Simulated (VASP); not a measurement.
The system is Zr2TeSe.

```
Zr Te Se
1.0
     4.96655    0.00000    0.00000
    -2.48327    4.30115    0.00000
     0.00000    0.00000    4.42299
Zr Te Se
2 1 1
Direct
  0.33333 0.66667 0.66123
  0.66667 0.33333 0.33877
  0.00000 0.00000 0.50000
  0.00000 0.00000 0.00000
```

The cell was generated, and may not be a known phase.

| Property | Result |
| --- | --- |
| Program | VASP 6.6.1 |
| Task | relaxation of cell and atoms |
| Functional | PBE |
| Potentials or basis | VASP PAW PBE potentials, release 64 (Zr_sv, Te, Se) |
| Cutoff | 600 eV |
| k mesh | 6 × 6 × 4 |
| Occupations | gaussian, width 0.1 eV |
| Spin | no spin polarisation |

At the start: pressure 21.4 GPa; volume 23.62 Å³/atom.

How do energy, volume and symmetry change on relaxing?

Over 19 steps the energy falls by 2092.1 meV/atom and the volume is 22.38 Å³/atom (-5.2 %); space group P-3m1 (No. 164, to 0.1 Å) before and after.

Step by step:
| step | energy change (eV) | largest force (eV/Å) | pressure (GPa) | volume (Å³) |
| --- | --- | --- | --- | --- |
| 1 | 0.0000 | 1.0897 | 21.41 | 94.48 |
| 2 | -4.0669 | 0.7273 | -10.93 | 137.06 |
| 3 | -4.3238 | 0.4430 | -7.04 | 120.79 |
| 4 | -5.3247 | 0.9638 | 3.12 | 103.33 |
| 5 | -5.3286 | 1.1391 | 4.28 | 102.17 |
| 6 | -5.8486 | 1.8593 | 3.28 | 103.60 |
| 7 | -5.8081 | 3.0894 | -0.07 | 102.69 |
| 8 | -6.0932 | 2.5880 | 1.25 | 104.04 |
| 9 | -6.4745 | 1.7385 | -5.60 | 107.91 |
| 10 | -6.5182 | 1.5777 | -7.28 | 109.04 |
| 11 | -7.0640 | 1.8442 | -6.56 | 103.75 |
| 12 | -8.3385 | 0.4920 | 1.10 | 88.79 |
| 13 | -8.3321 | 0.0089 | 3.90 | 86.46 |
| 14 | -8.3470 | 0.2828 | 2.27 | 87.74 |
| 15 | -8.3630 | 0.1395 | 0.79 | 88.80 |
| 16 | -8.3642 | 0.0542 | 1.07 | 88.58 |
| 17 | -8.3682 | 0.0296 | -0.10 | 89.61 |
| 18 | -8.3682 | 0.0247 | -0.04 | 89.55 |
| 19 | -8.3684 | 0.0272 | 0.00 | 89.54 |

Final structure:
```
Zr Te Se
1.0
     3.67267    0.00000    0.00000
    -1.83633    3.18062    0.00000
     0.00000    0.00000    7.66501
Zr Te Se
2 1 1
Cartesian
  0.0000 2.1204 5.9042
  1.8363 1.0602 1.7608
  0.0000 0.0000 3.8325
  0.0000 0.0000 0.0000
```

Caveat: a cell axis changed by over 15 % at a fixed basis, so the end point is rough.
